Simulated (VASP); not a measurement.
Here is a VASP 6.6.1 calculation.

Contents of INCAR:

```
PREC = Accurate ; ENCUT = 520
EDIFF = 1E-6 ; ISMEAR = 0
SIGMA = 0.15 ; LREAL = F
LASPH = T ; NELM = 80
ALGO = Fast ; ISIF = 2
LWAVE = F ; LCHARG = T
GGA = PE ; LELF = T
LVHAR = T ; NBANDS = 12
```

The input KPOINTS:

```
regular mesh
0
Gamma
  24 24 24
```

POSCAR

```
Cu
1.0
   -1.4989898902      1.4989898902      1.4061153592
    1.4989898902     -1.4989898902      1.4061153592
    1.4989898902      1.4989898902     -1.4061153592
Cu
1
Direct
    0.0000000000      0.0000000000      0.0000000000
```

Potentials or basis: VASP PAW PBE potentials, release 64 (Cu).

The run is started by

```console
$ cat potpaw_PBE.64/Cu/POTCAR > POTCAR
$ mpirun -np 1 vasp_std > vasp.out
```

Problem. Estimate the pressure.

Solution. -5.6 GPa.

Problem. Estimate the band gap on the k mesh.

Solution. Zero (an odd number of electrons rules out a gap without spin polarisation).

Stress tensor (GPa, compression positive):
```
-5.53  0.00  0.00
 0.00 -5.53  0.00
 0.00  0.00 -5.78
```

Caveat: the cell stands under tension.
